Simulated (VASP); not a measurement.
# Mo (P6_3/mmc) in VASP: single point with r2SCAN

Aim: the single point of Mo with r2SCAN.

Everything below comes from runs of VASP 6.6.1. Logs are shortened: lines on timing, memory, paths and dates and some standing lists are left out, and cuts for length are marked.

## (1) The cell of the first run

It takes space group P6_3/mmc (No. 194, hexagonal). The conventional cell has a = 2.815 Å, b = 2.815 Å, c = 9.117 Å, α = 90.00°, β = 90.00°, γ = 120.00°. Within 3.7 Å of Mo (site symmetry -3m) lie 12 Mo at 2.80 to 2.82 Å. Within 3.7 Å of Mo (site symmetry -6m2) lie 12 Mo at 2.80 to 2.82 Å.

This isn't the form of Mo at room conditions, which is bcc.

## (2) Single point, r2SCAN, collinear spin

The input, POSCAR:

```
Mo
1.0
    1.4076992200      2.4382046800      0.0000000000
   -1.4076992200      2.4382046800      0.0000000000
    0.0000000000      0.0000000000      9.1172218100
Mo
4
Direct
    0.0000000000      0.0000000000      0.0000000000
    0.0000000000      0.0000000000      0.5000000000
    0.3333300000      0.3333400000      0.7500000000
    0.6666600000      0.6666700000      0.2500000000
```

The input, INCAR.step1:

```
PREC = Accurate
ENCUT = 550
ISMEAR = -1
SIGMA = 0.0157
LREAL = F
LASPH = T
NELM = 200
ISPIN = 2
MAGMOM = 2 2 2 2
LMAXMIX = 4
NBANDS = 40
GGA = PE
ALGO = Normal
EDIFF = 1E-5
LWAVE = T
LCHARG = F
GGA_COMPAT = F
```

The input, INCAR.step2:

```
PREC = Accurate
ENCUT = 550
EDIFF = 1E-6
ISMEAR = -1
SIGMA = 0.0157
LREAL = F
LASPH = T
NELM = 200
ALGO = Normal
ISIF = 2
LWAVE = F
LCHARG = F
ISPIN = 2
MAGMOM = 2 2 2 2
LORBIT = 11
LMAXMIX = 4
METAGGA = R2SCAN
LMIXTAU = T
NBANDS = 40
ISTART = 1
GGA_COMPAT = F
```

The input, KPOINTS:

```
Automatic mesh
0
Gamma
  7 7 2
  0 0 0.5
```

Potentials or basis: VASP PAW PBE potentials, release 64 (Mo_sv).

On the command line:

```
cat potpaw_PBE.64/Mo_sv/POTCAR > POTCAR
cp INCAR.step1 INCAR
mpirun -np 1 vasp_std > vasp.out
cp INCAR.step2 INCAR
mpirun -np 1 vasp_std > vasp.out
```

OUTCAR:

```text
PREC = Accurate
   ENCUT = 550
   EDIFF = 1E-6
   ISMEAR = -1
   LREAL = F
   LASPH = T
   NELM = 200
   ISIF = 2
   ISPIN = 2
   LORBIT = 11
   METAGGA = R2SCAN
   ISTART = 1

 ion  position               nearest neighbor table
   1  0.000  0.000  0.000-   4 2.80   3 2.80   4 2.80   3 2.80   4 2.80   3 2.80
   2  0.000  0.000  0.500-   4 2.80   3 2.80   4 2.80   3 2.80   4 2.80   3 2.80
   3  0.333  0.333  0.750-   1 2.80   2 2.80   1 2.80   2 2.80   1 2.80   2 2.80
   4  0.667  0.667  0.250-   1 2.80   2 2.80   1 2.80   2 2.80   1 2.80   2 2.80

  LATTYP: Found a hexagonal cell.
 ALAT       =     2.8153968025
 C/A-ratio  =     3.2383434555

  Lattice vectors:

 A1 = (   1.4076992200,  -2.4382046800,   0.0000000000)
 A2 = (   1.4076992200,   2.4382046800,   0.0000000000)
 A3 = (   0.0000000000,   0.0000000000,   9.1172218100)

Analysis of symmetry for initial positions (statically):
=====================================================================
 Subroutine PRICEL returns:
 Original cell was already a primitive cell.

 Routine SETGRP: Setting up the symmetry group for a
 hexagonal supercell.

 Subroutine GETGRP returns: Found  4 space group operations
 (whereof  2 operations were pure point group operations)
 out of a pool of 24 trial point group operations.

The static configuration has the point symmetry C_2 .
 The point group associated with its full space group is C_2v.

Analysis of symmetry for dynamics (positions and initial velocities):
=====================================================================
 Subroutine PRICEL returns:
 Original cell was already a primitive cell.

 Routine SETGRP: Setting up the symmetry group for a
 hexagonal supercell.

 Subroutine GETGRP returns: Found  4 space group operations
 (whereof  2 operations were pure point group operations)
 out of a pool of 24 trial point group operations.

The dynamic configuration has the point symmetry C_2 .
 The point group associated with its full space group is C_2v.

Analysis of structural, dynamic, and magnetic symmetry:
=====================================================================
 Subroutine PRICEL returns:
 Original cell was already a primitive cell.

 Routine SETGRP: Setting up the symmetry group for a
 hexagonal supercell.

 Subroutine GETGRP returns: Found  4 space group operations
 (whereof  2 operations were pure point group operations)
 out of a pool of 24 trial point group operations.

The overall configuration has the point symmetry C_2 .
 The point group associated with its full space group is C_2v.

 Subroutine INISYM returns: Found  4 space group operations
 (whereof  2 operations are pure point group operations),
 and found     1 'primitive' translations

----------------------------------------------------------------------------------------

                                     Primitive cell

  volume of cell :      62.5853

  direct lattice vectors                    reciprocal lattice vectors
     1.407699220  2.438204680  0.000000000     0.355189513  0.205068920  0.000000000
    -1.407699220  2.438204680  0.000000000    -0.355189513  0.205068920  0.000000000
     0.000000000  0.000000000  9.117221810     0.000000000  0.000000000  0.109682535

  length of vectors
     2.815396803  2.815396803  9.117221810     0.410137601  0.410137601  0.109682535

  position of ions in fractional coordinates (direct lattice)
     0.000000000  0.000000000  0.000000000
     0.000000000  0.000000000  0.500000000
     0.333330000  0.333340000  0.750000000
     0.666660000  0.666670000  0.250000000

  ion indices of the primitive-cell ions
   primitive index   ion index
                 1           1
                 2           2
                 3           3
                 4           4

----------------------------------------------------------------------------------------

 KPOINTS: Automatic mesh

Automatic generation of k-mesh.
 Grid dimensions read from file:
 generate k-points for:    7    7    2

 Generating k-lattice:

  Cartesian coordinates                     Fractional coordinates (reciprocal lattice)
     0.050741359  0.029295560  0.000000000     0.142857143  0.000000000  0.000000000
    -0.050741359  0.029295560  0.000000000     0.000000000  0.142857143  0.000000000
     0.000000000  0.000000000  0.054841267     0.000000000  0.000000000  0.500000000

  Length of vectors
     0.058591086  0.058591086  0.054841267

  Shift w.r.t. Gamma in fractional coordinates (k-lattice)
     0.000000000  0.000000000  0.500000000

 Subroutine IBZKPT returns following result:
 ===========================================

 Found     16 irreducible k-points:

 Following reciprocal coordinates:
            Coordinates               Weight
  0.000000  0.000000  0.250000      2.000000
  0.142857 -0.000000  0.250000      8.000000
  0.142857  0.142857  0.250000      4.000000
  0.285714 -0.000000  0.250000      8.000000
  0.285714  0.285714  0.250000      4.000000
  0.428571 -0.000000  0.250000      8.000000
[... 8 lines left out ...]
 -0.428571  0.285714  0.250000      8.000000
 -0.285714  0.285714  0.250000      4.000000
   k-points           NKPTS =     16   k-points in BZ     NKDIM =     16   number of bands    NBANDS=     40
   number of dos      NEDOS =    301   number of ions     NIONS =      4
   total plane-waves  NPLWV =  40320
   dimension x,y,z NGX =    24 NGY =   24 NGZ =   70
   dimension x,y,z NGXF=    48 NGYF=   48 NGZF=  140
   ions per type =               4
   NGX,Y,Z   is equivalent  to a cutoff of  14.17, 14.17, 12.76 a.u.
   NGXF,Y,Z  is equivalent  to a cutoff of  28.34, 28.34, 25.53 a.u.
 SYSTEM =  unknown system
   PREC   = accura    normal or accurate (medium, high low for compatibility)
   ISTART =      1    job   : 0-new  1-cont  2-samecut
   ICHARG =      0    charge: 1-file 2-atom 10-const
   ISPIN  =      2    spin polarized calculation?
   LNONCOLLINEAR =      F non collinear calculations
   LSORBIT =      F    spin-orbit coupling
   LASPH  =      T    aspherical Exc in radial PAW
   ENCUT  =  550.0 eV  40.42 Ry    6.36 a.u.   5.38  5.38 17.43*2*pi/ulx,y,z
   NELM   =    200;   NELMIN=  2; NELMDL=  0     # of ELM steps
   EDIFF  = 0.1E-05   stopping-criterion for ELM
   LREAL  =      F    real-space projection
   EDIFFG = 0.1E-04   stopping-criterion for IOM
   NSW    =      0    number of steps for IOM
   IBRION =     -1    ionic relax: 0-MD 1-quasi-New 2-CG
   NFREE  =      0    steps in history (QN), initial steepest desc. (CG)
   ISIF   =      2    stress and relaxation
   ISYM   =      2    0-nonsym 1-usesym 2-fastsym
   POTIM  = 0.5000    time-step for ionic-motion
   TEBEG  =    0.0;   TEEND  =   0.0 temperature during run
   PSTRESS=    0.0 pullay stress
   NELECT =      56.0000    total number of electrons
   NUPDOWN=      -1.0000    fix difference up-down
   EMIN   =  10.00;   EMAX   =-10.00  energy-range for DOS
   EFERMI =   0.00;   METHOD = LEGACY
   ISMEAR =    -1;   SIGMA  =   0.02  broadening in eV -4-tet -1-fermi 0-gaus
   EFERMI_NEDOS =   21; number of points for ismear=-14 and -15
   IALGO  =     38    algorithm
   IMIX   =      4    mixing-type and parameters
     AMIX     =   0.40;   BMIX     =  1.00
     AMIX_MAG =   1.60;   BMIX_MAG =  1.00
  volume/ion in A,a.u.               =      15.65       105.59
  Fermi-wavevector in a.u.,A,eV,Ry     =   1.577539  2.981116 33.859839  2.488628
  Thomas-Fermi vector in A             =   2.678205
   LORBIT       =     11    0 simple, 1 ext, 2 COOP (PROOUT), +10 PAW based schemes
   METAGGA = R2SCAN    functional components
   LHFCALC =     F    Hartree Fock is set to
   AEXX    =    0.0000 exact exchange contribution
   IVDW    =     0    specifies the selected vdW correction
   LEPSILON=     F    determine dielectric tensor
   LRPA    =     F    only Hartree local field effects (RPA)
 spin polarized calculation
  energy-cutoff  :      550.00
  volume of cell :       62.59
 maximum number of plane-waves:      1853
 NGX is ok and might be reduce to    24
   NGX = 11   NGY = 11   NGZ = 35

 number of electron      56.0000001 magnetization       0.3639191

 Free energy of the ion-electron system (eV)
  ---------------------------------------------------
  ext. energy  EPLUGINS =         0.00000000
  ---------------------------------------------------
  free energy    TOTEN  =      -102.22306180 eV

  energy without entropy =     -102.21828245  energy(sigma->0) =     -102.22067212

 E-fermi :  12.1056     XC(G=0): -14.6092

 val. band max:       12.0808594279   @ k =   0.2857   0.4286   0.2500
 cond. band min:      12.1090933082   @ k =   0.2857   0.1429   0.2500
 fundamental gap:      0.0282338803
 Fermi energy:        12.1055636531

 spin component 1

 k-point     1 :       0.0000    0.0000    0.2500
  band No.  band energies     occupation
      1     -50.5525      1.00000
      2     -50.4772      1.00000
      3     -50.3677      1.00000
      4     -50.2899      1.00000
      5     -24.5215      1.00000
      6     -24.1235      1.00000
[... 32 lines left out ...]
     39      16.0924      0.00000
     40      16.0924      0.00000

 k-point     2 :       0.1429   -0.0000    0.2500
  band No.  band energies     occupation
      1     -50.5085      1.00000
      2     -50.4396      1.00000
      3     -50.3393      1.00000
      4     -50.2683      1.00000
      5     -24.4359      1.00000
      6     -24.1101      1.00000
[... 591 lines left out ...]
     39      21.5589      0.00000
     40      21.5738      0.00000

 k-point    16 :      -0.2857    0.2857    0.2500
  band No.  band energies     occupation
      1     -50.2544      1.00000
      2     -50.2414      1.00000
      3     -50.2166      1.00000
      4     -50.2038      1.00000
      5     -24.3041      1.00000
      6     -24.2746      1.00000
[... 32 lines left out ...]
     39      21.5589      0.00000
     40      21.5738      0.00000
 Fermi energy:        12.1055636531

 spin component 2

 k-point     1 :       0.0000    0.0000    0.2500
  band No.  band energies     occupation
      1     -50.4966      1.00000
      2     -50.4213      1.00000
      3     -50.3131      1.00000
      4     -50.2352      1.00000
      5     -24.4556      1.00000
      6     -24.0583      1.00000
[... 32 lines left out ...]
     39      16.1447      0.00000
     40      16.1447      0.00000

 k-point     2 :       0.1429   -0.0000    0.2500
  band No.  band energies     occupation
      1     -50.4528      1.00000
      2     -50.3838      1.00000
      3     -50.2848      1.00000
      4     -50.2138      1.00000
      5     -24.3701      1.00000
      6     -24.0454      1.00000
[... 591 lines left out ...]
     39      21.6316      0.00000
     40      21.6502      0.00000

 k-point    16 :      -0.2857    0.2857    0.2500
  band No.  band energies     occupation
      1     -50.1989      1.00000
      2     -50.1846      1.00000
      3     -50.1646      1.00000
      4     -50.1506      1.00000
      5     -24.2498      1.00000
      6     -24.2090      1.00000
[... 32 lines left out ...]
     39      21.6316      0.00000
     40      21.6502      0.00000

------------------------ aborting loop because EDIFF is reached ----------------------------------------

  FORCE on cell =-STRESS in cart. coord.  units (eV):
  Direction    XX          YY          ZZ          XY          YZ          ZX
  --------------------------------------------------------------------------------------
  -------------------------------------------------------------------------------------
  Total        0.9685134      0.9682140      3.1684367      0.0000000      0.0000000      0.0000000
  in kB       24.7938324     24.7861678     81.1116196      0.0000000      0.0000000      0.0000000
  external PRESSURE =      43.5638733 kB  Pullay stress =       0.0000000 kB

 VOLUME and BASIS-vectors are now :
 -----------------------------------------------------------------------------
  energy-cutoff  :      550.00
  volume of cell :       62.59
      direct lattice vectors                 reciprocal lattice vectors
     1.407699220  2.438204680  0.000000000     0.355189513  0.205068920  0.000000000
    -1.407699220  2.438204680  0.000000000    -0.355189513  0.205068920  0.000000000
     0.000000000  0.000000000  9.117221810     0.000000000  0.000000000  0.109682535

 POSITION                                       TOTAL-FORCE (eV/Angst)
 -----------------------------------------------------------------------------------
      0.00000      0.00000      0.00000         0.000020     -0.000000      0.000000
      0.00000      0.00000      4.55861         0.000020     -0.000000      0.000000
     -0.00001      1.62548      6.83792        -0.000020      0.000058      0.000000
     -0.00001      3.25093      2.27931        -0.000020     -0.000058      0.000000
 -----------------------------------------------------------------------------------
    total drift:                                0.000000      0.000000     -0.000000

  FREE ENERGIE OF THE ION-ELECTRON SYSTEM (eV)
  ---------------------------------------------------
  free  energy   TOTEN  =      -102.2230617979 eV

  energy  without entropy=     -102.2182824476  energy(sigma->0) =     -102.22067212

 total charge

# of ion       s       p       d       tot
------------------------------------------
    1        2.383   6.192   3.925  12.500
    2        2.383   6.192   3.925  12.500
    3        2.389   6.185   3.929  12.503
    4        2.389   6.185   3.929  12.503
--------------------------------------------------
tot          9.543  24.754  15.708  50.005

 magnetization (x)

# of ion       s       p       d       tot
------------------------------------------
    1        0.004   0.009   0.068   0.081
    2        0.004   0.009   0.068   0.081
    3        0.002   0.008   0.049   0.059
    4        0.002   0.008   0.049   0.059
--------------------------------------------------
tot          0.012   0.034   0.234   0.280
```

It took 7.8 min on 1 thread of Oxide Virtual Turin-like, shared host; peak memory 0.23 GiB.

Results:

```
Free energy                                           : -102.2231 eV
Pressure                                              : 4.4 GPa
Net moment                                            : 0.36 μB per cell
Site moments                                          : Mo +0.08, +0.06 (each value once) μB
Valence electrons inside the program's atomic spheres : Mo 12.50
```

Stress tensor (GPa, compression positive):
```
2.48 0.00 0.00
0.00 2.48 0.00
0.00 0.00 8.11
```

Levels at points of the mesh, in eV from the Fermi level:
Spin up:
| k point | band 25 | band 26 | band 27 | band 28 | band 29 | band 30 | band 31 | band 32 |
| --- | --- | --- | --- | --- | --- | --- | --- | --- |
| (0.00, 0.00, 0.25) | -0.86 | -0.86 | -0.83 | -0.46 | -0.46 | -0.35 | -0.35 | 1.23 |
Spin down:
```
           k point  band 26  band 27  band 28  band 29  band 30  band 31
(0.00, 0.00, 0.25)    -0.77    -0.75    -0.41    -0.41    -0.27    -0.27
```

Caveat: the k points lie up to 0.37 Å⁻¹ apart; a moment this small can come from the mesh or the smearing; the PAW data sets were made with another functional, which shifts forces and pressure a little.
